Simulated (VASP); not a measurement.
# AlBiO4 (P-43m) in VASP: further runs

The runs below take AlBiO4 through single point, relaxation of cell and atoms, with PBE.

Everything below comes from runs of VASP 6.6.1. Logs are shortened: lines on timing, memory, paths and dates and some standing lists are left out, and cuts for length are marked.

### 1 The cell of the first run

The structure is cubic, space group P-43m (No. 215). Conventional cell: a = 4.338 Å, b = 4.338 Å, c = 4.338 Å, α = 90.00°, β = 90.00°, γ = 90.00°. Within 2.3 Å of Al (site symmetry -43m) lie 4 O at 1.76 Å. Bi (site symmetry -43m) has 4 O at 1.99 Å within 2.6 Å. Within 2.3 Å of O (site symmetry 3m) lie 1 Al at 1.76 Å and 1 Bi at 1.99 Å.

The cell was generated, and may not be a known phase.

### 2 Single point, PBE

Input file INCAR:

```
PREC = Accurate ; ENCUT = 520
EDIFF = 1E-6 ; ISMEAR = 0
SIGMA = 0.1 ; LREAL = F
LASPH = T ; NELM = 60
ALGO = Normal ; ISIF = 2
LWAVE = F ; LCHARG = F
GGA = PE ; NBANDS = 30
```

Input file KPOINTS:

```
Automatic mesh
0
Gamma
  10 10 10
```

Input file POSCAR:

```
AlBiO4
1.0
    4.3377111266      0.0000000000      0.0000000000
    0.0000000000      4.3377111266      0.0000000000
    0.0000000000      0.0000000000      4.3377111266
Al Bi O
1 1 4
Direct
    0.0000000000      0.0000000000      0.0000000000
    0.5000000000      0.5000000000      0.5000000000
    0.2346313914      0.2346313914      0.2346313914
    0.7653686086      0.7653686086      0.2346313914
    0.7653686086      0.2346313914      0.7653686086
    0.2346313914      0.7653686086      0.7653686086
```

Potentials or basis: VASP PAW PBE potentials, release 64 (Al, Bi_d, O).

The run is started by

```console
$ cat potpaw_PBE.64/Al/POTCAR potpaw_PBE.64/Bi_d/POTCAR potpaw_PBE.64/O/POTCAR > POTCAR
$ mpirun -np 1 vasp_std > vasp.out
```

OUTCAR:

```text
PREC = Accurate
   ENCUT = 520
   EDIFF = 1E-6
   ISMEAR = 0
   LREAL = F
   LASPH = T
   NELM = 60
   ISIF = 2
   GGA = PE

 ion  position               nearest neighbor table
   1  0.000  0.000  0.000-   3 1.76   4 1.76   5 1.76   6 1.76
   2  0.500  0.500  0.500-   3 1.99   4 1.99   5 1.99   6 1.99
   3  0.235  0.235  0.235-   1 1.76   2 1.99
   4  0.765  0.765  0.235-   1 1.76   2 1.99
   5  0.765  0.235  0.765-   1 1.76   2 1.99
   6  0.235  0.765  0.765-   1 1.76   2 1.99

  LATTYP: Found a simple cubic cell.
 ALAT       =     4.3377111266

  Lattice vectors:

 A1 = (   4.3377111266,   0.0000000000,   0.0000000000)
 A2 = (   0.0000000000,   4.3377111266,   0.0000000000)
 A3 = (   0.0000000000,   0.0000000000,   4.3377111266)

Analysis of symmetry for initial positions (statically):
=====================================================================
 Subroutine PRICEL returns:
 Original cell was already a primitive cell.

 Routine SETGRP: Setting up the symmetry group for a
 simple cubic supercell.

 Subroutine GETGRP returns: Found 24 space group operations
 (whereof 24 operations were pure point group operations)
 out of a pool of 48 trial point group operations.

The static configuration has the point symmetry T_d .

Analysis of symmetry for dynamics (positions and initial velocities):
=====================================================================
 Subroutine PRICEL returns:
 Original cell was already a primitive cell.

 Routine SETGRP: Setting up the symmetry group for a
 simple cubic supercell.

 Subroutine GETGRP returns: Found 24 space group operations
 (whereof 24 operations were pure point group operations)
 out of a pool of 48 trial point group operations.

The dynamic configuration has the point symmetry T_d .

 Subroutine INISYM returns: Found 24 space group operations
 (whereof 24 operations are pure point group operations),
 and found     1 'primitive' translations

----------------------------------------------------------------------------------------

                                     Primitive cell

  volume of cell :      81.6172

  direct lattice vectors                    reciprocal lattice vectors
     4.337711127  0.000000000  0.000000000     0.230536329  0.000000000  0.000000000
     0.000000000  4.337711127  0.000000000     0.000000000  0.230536329  0.000000000
     0.000000000  0.000000000  4.337711127     0.000000000  0.000000000  0.230536329

  length of vectors
     4.337711127  4.337711127  4.337711127     0.230536329  0.230536329  0.230536329

  position of ions in fractional coordinates (direct lattice)
     0.000000000  0.000000000  0.000000000
     0.500000000  0.500000000  0.500000000
     0.234631391  0.234631391  0.234631391
     0.765368609  0.765368609  0.234631391
     0.765368609  0.234631391  0.765368609
     0.234631391  0.765368609  0.765368609

  ion indices of the primitive-cell ions
   primitive index   ion index
                 1           1
                 2           2
                 3           3
                 4           4
                 5           5
                 6           6

----------------------------------------------------------------------------------------

 KPOINTS: Automatic mesh

Automatic generation of k-mesh.
 Grid dimensions read from file:
 generate k-points for:   10   10   10

 Generating k-lattice:

  Cartesian coordinates                     Fractional coordinates (reciprocal lattice)
     0.023053633  0.000000000  0.000000000     0.100000000  0.000000000  0.000000000
     0.000000000  0.023053633  0.000000000     0.000000000  0.100000000  0.000000000
     0.000000000  0.000000000  0.023053633     0.000000000  0.000000000  0.100000000

  Length of vectors
     0.023053633  0.023053633  0.023053633

  Shift w.r.t. Gamma in fractional coordinates (k-lattice)
     0.000000000  0.000000000  0.000000000

 Subroutine IBZKPT returns following result:
 ===========================================

 Found     56 irreducible k-points:

 Following reciprocal coordinates:
            Coordinates               Weight
  0.000000  0.000000  0.000000      1.000000
  0.100000  0.000000  0.000000      6.000000
  0.200000  0.000000  0.000000      6.000000
  0.300000  0.000000  0.000000      6.000000
  0.400000  0.000000  0.000000      6.000000
  0.500000  0.000000  0.000000      3.000000
[... 16 lines left out ...]
  0.200000  0.100000  0.100000     24.000000
  0.300000  0.100000  0.100000     24.000000
 [... further k-points ...]
   k-points           NKPTS =     56   k-points in BZ     NKDIM =     56   number of bands    NBANDS=     30
   number of dos      NEDOS =    301   number of ions     NIONS =      6
   total plane-waves  NPLWV =  32768
   dimension x,y,z NGX =    32 NGY =   32 NGZ =   32
   dimension x,y,z NGXF=    64 NGYF=   64 NGZF=   64
   ions per type =               1   1   4
   NGX,Y,Z   is equivalent  to a cutoff of  12.26, 12.26, 12.26 a.u.
   NGXF,Y,Z  is equivalent  to a cutoff of  24.53, 24.53, 24.53 a.u.
 SYSTEM =  unknown system
   PREC   = accura    normal or accurate (medium, high low for compatibility)
   ISTART =      0    job   : 0-new  1-cont  2-samecut
   ICHARG =      2    charge: 1-file 2-atom 10-const
   ISPIN  =      1    spin polarized calculation?
   LNONCOLLINEAR =      F non collinear calculations
   LSORBIT =      F    spin-orbit coupling
   LASPH  =      T    aspherical Exc in radial PAW
   ENCUT  =  520.0 eV  38.22 Ry    6.18 a.u.   8.07  8.07  8.07*2*pi/ulx,y,z
   NELM   =     60;   NELMIN=  2; NELMDL= -5     # of ELM steps
   EDIFF  = 0.1E-05   stopping-criterion for ELM
   LREAL  =      F    real-space projection
   EDIFFG = 0.1E-04   stopping-criterion for IOM
   NSW    =      0    number of steps for IOM
   IBRION =     -1    ionic relax: 0-MD 1-quasi-New 2-CG
   NFREE  =      0    steps in history (QN), initial steepest desc. (CG)
   ISIF   =      2    stress and relaxation
   ISYM   =      2    0-nonsym 1-usesym 2-fastsym
   POTIM  = 0.5000    time-step for ionic-motion
   TEBEG  =    0.0;   TEEND  =   0.0 temperature during run
   PSTRESS=    0.0 pullay stress
   NELECT =      42.0000    total number of electrons
   NUPDOWN=      -1.0000    fix difference up-down
   EMIN   =  10.00;   EMAX   =-10.00  energy-range for DOS
   EFERMI =   0.00;   METHOD = LEGACY
   ISMEAR =     0;   SIGMA  =   0.10  broadening in eV -4-tet -1-fermi 0-gaus
   EFERMI_NEDOS =   21; number of points for ismear=-14 and -15
   IALGO  =     38    algorithm
   IMIX   =      4    mixing-type and parameters
     AMIX     =   0.40;   BMIX     =  1.00
     AMIX_MAG =   1.60;   BMIX_MAG =  1.00
  volume/ion in A,a.u.               =      13.60        91.80
  Fermi-wavevector in a.u.,A,eV,Ry     =   1.311890  2.479112 23.416367  1.721054
  Thomas-Fermi vector in A             =   2.442320
   LORBIT       =      0    0 simple, 1 ext, 2 COOP (PROOUT), +10 PAW based schemes
   GGA     = PE    functional components
   LHFCALC =     F    Hartree Fock is set to
   AEXX    =    0.0000 exact exchange contribution
   IVDW    =     0    specifies the selected vdW correction
   LEPSILON=     F    determine dielectric tensor
   LRPA    =     F    only Hartree local field effects (RPA)
 non-spin polarized calculation
 Gauss-broadening in eV      SIGMA  =   0.10
  energy-cutoff  :      520.00
  volume of cell :       81.62
 maximum number of plane-waves:      2272
   NGX = 17   NGY = 17   NGZ = 17

 number of electron      41.9999967 magnetization

 Free energy of the ion-electron system (eV)
  ---------------------------------------------------
  ext. energy  EPLUGINS =         0.00000000
  ---------------------------------------------------
  free energy    TOTEN  =       -35.01002494 eV

  energy without entropy =      -35.00768421  energy(sigma->0) =      -35.00885457

 E-fermi :   3.3067     XC(G=0): -10.0823

 val. band max:        3.2526054217   @ k =   0.5000   0.5000   0.0000
 cond. band min:       3.4112314149   @ k =   0.1000   0.1000   0.0000
 fundamental gap:      0.1586259932
 Fermi energy:         3.3066884923

 k-point     1 :       0.0000    0.0000    0.0000
  band No.  band energies     occupation
      1     -19.4057      2.00000
      2     -19.4057      2.00000
      3     -19.4057      2.00000
      4     -19.0184      2.00000
      5     -19.0184      2.00000
      6     -15.1403      2.00000
[... 22 lines left out ...]
     29      15.9879      0.00000
     30      16.7658      0.00000

 k-point     2 :       0.1000    0.0000    0.0000
  band No.  band energies     occupation
      1     -19.4066      2.00000
      2     -19.4066      2.00000
      3     -19.4063      2.00000
      4     -19.0183      2.00000
      5     -19.0171      2.00000
      6     -15.1032      2.00000
[... 22 lines left out ...]
     29      15.9694      0.00000
     30      16.6225      0.00000

 k-point     3 :       0.2000    0.0000    0.0000
  band No.  band energies     occupation
      1     -19.4093      2.00000
      2     -19.4093      2.00000
      3     -19.4082      2.00000
      4     -19.0182      2.00000
      5     -19.0138      2.00000
      6     -14.9963      2.00000
[... 22 lines left out ...]
     29      15.9950      0.00000
     30      16.2277      0.00000

 k-point     4 :       0.3000    0.0000    0.0000
  band No.  band energies     occupation
      1     -19.4125      2.00000
      2     -19.4125      2.00000
      3     -19.4103      2.00000
      4     -19.0179      2.00000
      5     -19.0096      2.00000
      6     -14.8353      2.00000
[... 616 lines left out ...]
     29      15.7117      0.00000
     30      16.7870      0.00000

 k-point    23 :       0.2000    0.1000    0.1000
  band No.  band energies     occupation
      1     -19.4124      2.00000
      2     -19.4105      2.00000
      3     -19.4091      2.00000
      4     -19.0162      2.00000
      5     -19.0130      2.00000
      6     -14.9293      2.00000
[... 22 lines left out ...]
     29      15.5038      0.00000
     30      16.7267      0.00000

 k-point    24 :       0.3000    0.1000    0.1000
  band No.  band energies     occupation
      1     -19.4159      2.00000
      2     -19.4138      2.00000
      3     -19.4107      2.00000
      4     -19.0160      2.00000
      5     -19.0089      2.00000
      6     -14.7769      2.00000
[... 22 lines left out ...]
     29      15.3407      0.00000
     30      16.5369      0.00000

 [... further k-points ...]

------------------------ aborting loop because EDIFF is reached ----------------------------------------

  FORCE on cell =-STRESS in cart. coord.  units (eV):
  Direction    XX          YY          ZZ          XY          YZ          ZX
  --------------------------------------------------------------------------------------
  -------------------------------------------------------------------------------------
  Total        0.0958007      0.0958007      0.0958007      0.0000000     -0.0000000      0.0000000
  in kB        1.8806043      1.8806043      1.8806043      0.0000000     -0.0000000      0.0000000
  external PRESSURE =       1.8806043 kB  Pullay stress =       0.0000000 kB

 VOLUME and BASIS-vectors are now :
 -----------------------------------------------------------------------------
  energy-cutoff  :      520.00
  volume of cell :       81.62
      direct lattice vectors                 reciprocal lattice vectors
     4.337711127  0.000000000  0.000000000     0.230536329  0.000000000  0.000000000
     0.000000000  4.337711127  0.000000000     0.000000000  0.230536329  0.000000000
     0.000000000  0.000000000  4.337711127     0.000000000  0.000000000  0.230536329

 POSITION                                       TOTAL-FORCE (eV/Angst)
 -----------------------------------------------------------------------------------
      0.00000      0.00000      0.00000         0.000000      0.000000     -0.000000
      2.16886      2.16886      2.16886         0.000000      0.000000      0.000000
      1.01776      1.01776      1.01776        -0.039592     -0.039592     -0.039592
      3.31995      3.31995      1.01776         0.039592      0.039592     -0.039592
      3.31995      1.01776      3.31995         0.039592     -0.039592      0.039592
      1.01776      3.31995      3.31995        -0.039592      0.039592      0.039592
 -----------------------------------------------------------------------------------
    total drift:                               -0.000000     -0.000000      0.000000

  FREE ENERGIE OF THE ION-ELECTRON SYSTEM (eV)
  ---------------------------------------------------
  free  energy   TOTEN  =       -35.0100249419 eV

  energy  without entropy=      -35.0076842070  energy(sigma->0) =      -35.00885457
```

It took 33 s on 1 thread of Intel Xeon 6975P-C (Granite Rapids), shared host; peak memory 0.25 GiB.

Results:

| Item | Value |
| --- | --- |
| Free energy | -35.0100 eV |
| Pressure | 0.2 GPa |
| Largest force | 0.069 eV/Å |
| Band gap on the k mesh | zero (bands 21 and 22 overlap by 0.35 eV) |

Forces on the atoms (eV/Å):
```
Al   0.000  0.000  0.000
Bi   0.000  0.000  0.000
O   -0.040 -0.040 -0.040
O    0.040  0.040 -0.040
O    0.040 -0.040  0.040
O   -0.040  0.040  0.040
```

Caveat: spin-orbit coupling is left out, which moves the levels of the heavy elements.

### 3 Relaxation of cell and atoms, PBE

Input file INCAR:

```
PREC = Accurate ; ENCUT = 600
EDIFF = 1E-7 ; ISMEAR = 0
SIGMA = 0.1 ; LREAL = False
LASPH = True ; NELM = 60
ALGO = Normal ; ISIF = 3
LWAVE = False ; LCHARG = False
GGA = PE ; IBRION = 2
NSW = 100 ; EDIFFG = -0.01
```

Input file KPOINTS:

```
regular mesh
0
Gamma
  10 10 10
```

Input file POSCAR:

```
AlBiO4
1.0
    4.3386151953      0.0000000000      0.0000000000
    0.0000000000      4.3386151953      0.0000000000
    0.0000000000      0.0000000000      4.3386151953
Al Bi O
1 1 4
Direct
    0.0000000000      0.0000000000      0.0000000000
    0.5000000000      0.5000000000      0.5000000000
    0.2345835164      0.2345835164      0.2345835164
    0.7654164836      0.7654164836      0.2345835164
    0.7654164836      0.2345835164      0.7654164836
    0.2345835164      0.7654164836      0.7654164836
```

Potentials or basis: VASP PAW PBE potentials, release 64 (Al, Bi_d, O).

The run is started by

```console
$ cat potpaw_PBE.64/Al/POTCAR potpaw_PBE.64/Bi_d/POTCAR potpaw_PBE.64/O/POTCAR > POTCAR
$ mpirun -np 1 vasp_std > vasp.out
```

OUTCAR:

```text
PREC = Accurate
   ENCUT = 600
   EDIFF = 1E-7
   ISMEAR = 0
   LREAL = False
   LASPH = True
   NELM = 60
   ISIF = 3
   GGA = PE
   IBRION = 2
   NSW = 100
   EDIFFG = -0.01

 ion  position               nearest neighbor table
   1  0.000  0.000  0.000-   3 1.76   4 1.76   5 1.76   6 1.76
   2  0.500  0.500  0.500-   3 1.99   4 1.99   5 1.99   6 1.99
   3  0.235  0.235  0.235-   1 1.76   2 1.99
   4  0.765  0.765  0.235-   1 1.76   2 1.99
   5  0.765  0.235  0.765-   1 1.76   2 1.99
   6  0.235  0.765  0.765-   1 1.76   2 1.99

  LATTYP: Found a simple cubic cell.
 ALAT       =     4.3386151953

  Lattice vectors:

 A1 = (   4.3386151953,   0.0000000000,   0.0000000000)
 A2 = (   0.0000000000,   4.3386151953,   0.0000000000)
[... 271 lines left out ...]
  ---------------------------------------------------
  free energy    TOTEN  =       -35.01995812 eV

  energy without entropy =      -35.01749960  energy(sigma->0) =      -35.01872886

 E-fermi :   3.3018     XC(G=0): -10.0819

 val. band max:        3.2499174175   @ k =   0.5000   0.5000   0.0000
 cond. band min:       3.3904536773   @ k =   0.5000   0.5000   0.5000
 fundamental gap:      0.1405362598
 Fermi energy:         3.3018315160

 k-point     1 :       0.0000    0.0000    0.0000
  band No.  band energies     occupation
      1     -19.4093      2.00000
      2     -19.4093      2.00000
      3     -19.4093      2.00000
      4     -19.0263      2.00000
      5     -19.0263      2.00000
      6     -15.1387      2.00000
[... 661 lines left out ...]
     24       9.6606      0.00000
     25       9.7276      0.00000

 [... further k-points ...]

------------------------ aborting loop because EDIFF is reached ----------------------------------------

  FORCE on cell =-STRESS in cart. coord.  units (eV):
  Direction    XX          YY          ZZ          XY          YZ          ZX
  --------------------------------------------------------------------------------------
  -------------------------------------------------------------------------------------
  Total       -0.0056322     -0.0056322     -0.0056322      0.0000000      0.0000000      0.0000000
  in kB       -0.1105453     -0.1105453     -0.1105453      0.0000000      0.0000000      0.0000000
  external PRESSURE =      -0.1105453 kB  Pullay stress =       0.0000000 kB
[... 21 lines left out ...]
  FREE ENERGIE OF THE ION-ELECTRON SYSTEM (eV)
  ---------------------------------------------------
  free  energy   TOTEN  =       -35.0199581202 eV

  energy  without entropy=      -35.0174996017  energy(sigma->0) =      -35.01872886

 reached required accuracy - stopping structural energy minimisation
```

OSZICAR:

```text
N       E                     dE             d eps       ncg     rms          rms(c)
DAV:   1     0.472665832381E+03    0.47267E+03   -0.24087E+04  2800   0.201E+03
DAV:   2     0.616827603352E+01   -0.46650E+03   -0.45609E+03  3323   0.508E+02
DAV:   3    -0.411651787376E+02   -0.47333E+02   -0.46464E+02  3200   0.169E+02
DAV:   4    -0.428360396739E+02   -0.16709E+01   -0.16648E+01  3410   0.342E+01
[... 24 lines left out ...]
DAV:   2    -0.350199799175E+02    0.21438E-04   -0.96280E-04  3455   0.253E-01    0.278E-02
DAV:   3    -0.350199591266E+02    0.20791E-04   -0.58630E-05  3978   0.114E-01    0.105E-02
DAV:   4    -0.350199584967E+02    0.62994E-06   -0.12713E-05  3661   0.392E-02    0.380E-03
DAV:   5    -0.350199581677E+02    0.32897E-06   -0.11586E-06  3215   0.803E-03    0.113E-03
DAV:   6    -0.350199581202E+02    0.47510E-07   -0.52143E-08  1403   0.388E-03
   3 F= -.35019958E+02 E0= -.35018729E+02  d E =-.140304E-03
```

Wall time 91 s (1 thread of Intel Xeon 6975P-C (Granite Rapids), shared host); peak memory 0.3 GiB.

Results:

```
Free energy                           : -35.0200 eV
Relaxed volume                        : 13.60 Å³/atom
Relaxed cell                          : a = 4.338 Å, b = 4.338 Å, c = 4.338 Å, α = 90.00°, β = 90.00°, γ = 90.00°
Space group after relaxing (to 0.1 Å) : P-43m (No. 215)
Energy gained by relaxing             : 0.0 meV/atom
Ionic steps                           : 3
Pressure after relaxing               : 0.0 GPa
Band gap on the k mesh                : zero (bands 21 and 22 overlap by 0.36 eV)
```

Step by step:
| step | energy change (eV) | largest force (eV/Å) | pressure (GPa) | volume (Å³) |
| --- | --- | --- | --- | --- |
| 1 | 0.0000 | 0.0512 | -0.07 | 81.67 |
| 2 | 0.0000 | 0.0488 | 0.04 | 81.59 |
| 3 | -0.0001 | 0.0008 | -0.01 | 81.63 |

Final structure:
```yaml
crystal:
  lattice:
    - [4.33793, 0.00000, 0.00000]
    - [0.00000, 4.33793, 0.00000]
    - [0.00000, 0.00000, 4.33793]
  atoms:
    - { symbol: Al, position: [0.00000, 0.00000, 0.00000] }
    - { symbol: Bi, position: [0.50000, 0.50000, 0.50000] }
    - { symbol: O, position: [0.23441, 0.23441, 0.23441] }
    - { symbol: O, position: [0.76559, 0.76559, 0.23441] }
    - { symbol: O, position: [0.76559, 0.23441, 0.76559] }
    - { symbol: O, position: [0.23441, 0.76559, 0.76559] }
```

Caveat: spin-orbit coupling is left out, which moves the levels of the heavy elements.

The gap in the log of VASP goes by the Fermi energy; the results here count the filled bands.